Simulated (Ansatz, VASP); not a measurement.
**One calculation of LiF, two programs**

Contents of INCAR:

```
SYSTEM = LiF
PREC = Accurate
ENCUT = 600
EDIFF = 1E-6
ISMEAR = 0
SIGMA = 0.1
LREAL = .FALSE.
LASPH = .TRUE.
NELM = 60
ALGO = Normal
ISIF = 3
LWAVE = .FALSE.
LCHARG = .FALSE.
GGA = PE
IBRION = 2
NSW = 90
EDIFFG = -0.04
```

KPOINTS

```
regular mesh
0
G
  6 6 6
  0 0 0
```

POSCAR

```
LiF
1.0
    4.1499264454      0.0000000000      0.0000000000
   -2.0749632227      3.5939417256      0.0000000000
    0.0000000000      0.0000000000      3.3482361094
Li F
3 3
Direct
    0.5000000000      0.0000000000      0.0000000000
    0.5000000000      0.5000000000      0.0000000000
    0.0000000000      0.5000000000      0.0000000000
    0.0000000000      0.0000000000      0.0000000000
    0.3333333333      0.6666666667      0.5000000000
    0.6666666667      0.3333333333      0.5000000000
```

Input for Ansatz:

```yaml
crystal:
  lattice:
    - [4.1499264454, 0.0, 0.0]
    - [-2.0749632227, 3.5939417256, 0.0]
    - [0.0, 0.0, 3.3482361094]
  atoms:
    - { symbol: Li, position: [0.5, 0.0, 0.0] }
    - { symbol: Li, position: [0.5, 0.5, 0.0] }
    - { symbol: Li, position: [0.0, 0.5, 0.0] }
    - { symbol: F, position: [0.0, 0.0, 0.0] }
    - { symbol: F, position: [0.3333333333, 0.6666666667, 0.5] }
    - { symbol: F, position: [0.6666666667, 0.3333333333, 0.5] }
basis:
  ecutwfc: 420
kpoints:
  mp_grid: { grid: [6, 6, 6] }
hamiltonian:
  xc: pbe
scf:
  occupations: { method: gaussian, width: 0.1 }
  lower_state_search: "off"
output:
  forces: true
  stress: true
  eigenvalues: true
relax:
  adjacent_minimum: "off"
  f_tol: 0.04
  max_steps: 70
  cell: { stress_tol: 0.4 }
```

Alike in both runs: task relaxation of cell and atoms; functional PBE; k mesh 6 × 6 × 6; occupations gaussian, width 0.1 eV; no spin polarisation.

```csv
,VASP,Ansatz
version,VASP 6.6.1,Ansatz 0.2.0
potentials or method,"VASP PAW PBE potentials, release 64 (Li_sv, F), cutoff 600 eV","scalar-relativistic, plane waves, PAW"
valence electrons in the cell,30,30
```

|  | VASP | Ansatz | Ansatz less VASP |
| --- | --- | --- | --- |
| gap on the k mesh at the Fermi level, each at its own relaxed structure (eV) | 6.04 | 5.77 | -0.272 |
| relaxed volume (Å³/atom) | 8.97 | 9.14 | +0.170 |
| relaxed cell length with the largest relative difference (Å) | 4.746 | 4.798 | +0.0515 |

Noted on VASP's run: the cutoff is short for stress, so the pressure is rough.
